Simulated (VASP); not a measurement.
# Ni: single point with revPBE

Ni:

```
CELL_PARAMETERS angstrom
2.34470 0.00000 0.00000
0.00000 2.34470 0.00000
0.00000 0.00000 2.34470
ATOMIC_POSITIONS crystal
Ni 0.00000 0.00000 0.00000
```

This isn't the form of Ni at room conditions, which is fcc.

```yaml
Program: VASP 6.6.1
Task: single point
Functional: revPBE
Potentials_or_basis: VASP PAW PBE potentials, release 64 (Ni)
Cutoff: 600 eV
k_mesh: 15 × 15 × 15
Occupations: fermi-dirac, width 0.1 eV
Spin: no spin polarisation
Dipole_correction: no
Further_INCAR_settings: ALGO = Normal; EDIFF = 1e-06; NBANDS = 11
```

```json
{
 "Pressure": "-0.1 GPa",
 "Band gap on the k mesh": "zero (bands 5 and 6 overlap by 1.12 eV)"
}
```

Levels at points of the mesh, in eV from the Fermi level:
```csv
k point,band 3,band 4,band 5,band 6,band 7,band 8
"(0.00, 0.00, 0.00)",-3.16,0.04,0.04,0.04,19.28,19.28
```

Wall time 8.9 s on 1 thread of Intel(R) Xeon(R) Platinum 8488C (Sapphire Rapids), on a shared host, peak memory 0.13 GiB.

Caveat: the PAW data sets were made with another functional, which shifts forces and pressure a little; the run has no spin polarisation, though such a crystal can be magnetic. Spin polarisation is off, so any magnetic state and its effect on volume and gap are missing.
